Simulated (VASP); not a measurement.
Rh: single point with LDA

The system is Rh.

```
Rh
1.0
     0.00000    2.69612    2.69612
     2.69612    0.00000    2.69612
     2.69612    2.69612    0.00000
Rh
2
Direct
  0.12500 0.12500 0.12500
  0.87500 0.87500 0.87500
```

This isn't the form of Rh at room conditions, which is fcc.

* Program: VASP 6.6.1
* Task: single point
* Functional: LDA
* Potentials or basis: VASP PAW LDA potentials, release 64 (Rh_pv)
* Cutoff: 500 eV
* k mesh: 10 × 10 × 10
* Occupations: fermi-dirac, width 0.1 eV
* Spin: non-collinear spin, zero start, spin-orbit coupling
* Starting moments: [[0.0, 0.0, 0.0], [0.0, 0.0, 0.0]] μB
* Dipole correction: no
* Further INCAR settings: ALGO = Normal; EDIFF = 1e-06; NBANDS = 42

| Property | Result |
| --- | --- |
| Pressure | 0.9 GPa |
| Net moment | 0.00 μB per cell |
| Valence electrons inside the program's atomic spheres | Rh 13.90 |

Moments on the atoms (μB; x, y, z):
```
Rh  0.00 0.00 0.00
Rh  0.00 0.00 0.00
```

Wall time 59 s on 1 thread of Intel(R) Xeon(R) Platinum 8559C (Emerald Rapids), with other jobs on the host, peak memory 0.26 GiB.
